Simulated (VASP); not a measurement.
Here is a VASP 6.6.1 calculation.

The input INCAR:

```
SYSTEM = Mg12B
PREC = Accurate ; ENCUT = 520
EDIFF = 1E-7 ; ISMEAR = 0
SIGMA = 0.05 ; LREAL = .False.
LASPH = .True. ; NELM = 80
ALGO = Normal ; ISIF = 2
LWAVE = .False. ; LCHARG = .False.
GGA = PE ; NBANDS = 26
```

File KPOINTS:

```
regular mesh
0
Gamma
  4 3 4
  0 0 0
```

The input POSCAR:

```
Mg12B
1.0
    6.4200000000      0.0000000000      0.0000000000
   -4.8150000000      8.3398250000      0.0000000000
    0.0000000000      0.0000000000      5.2130400000
Mg B
12 1
Direct
    0.0203753206      0.0029097733     -0.0024289090
    0.1616308578      0.2290070835      0.4779865491
   -0.0456160427      0.3064739368     -0.0079959103
    0.1723424699      0.5575284853      0.5146340715
    0.0371580511      0.6549083464      0.0082738671
    0.1546377161      0.8796498727      0.5045169421
    0.4887071334     -0.0087805200      0.0108186394
    0.6367670362      0.2125849164      0.5032934718
    0.4939662227      0.3373591172     -0.0153305940
    0.6674606279      0.5541701415      0.4734187729
    0.5604023107      0.6921748358     -0.0138487332
    0.6748864058      0.9038040966      0.5027962571
    0.3136696758      0.4604403570      1.2016243881
```

Potentials or basis: VASP PAW PBE potentials, release 64 (Mg, B).

Launch:

```console
$ cat potpaw_PBE.64/Mg/POTCAR potpaw_PBE.64/B/POTCAR > POTCAR
$ mpirun -np 1 vasp_std > vasp.out
```

(1) Estimate the pressure.

(2) What does it give for the largest force?

Answers

(1) 0.7 GPa.

(2) 0.359 eV/Å.
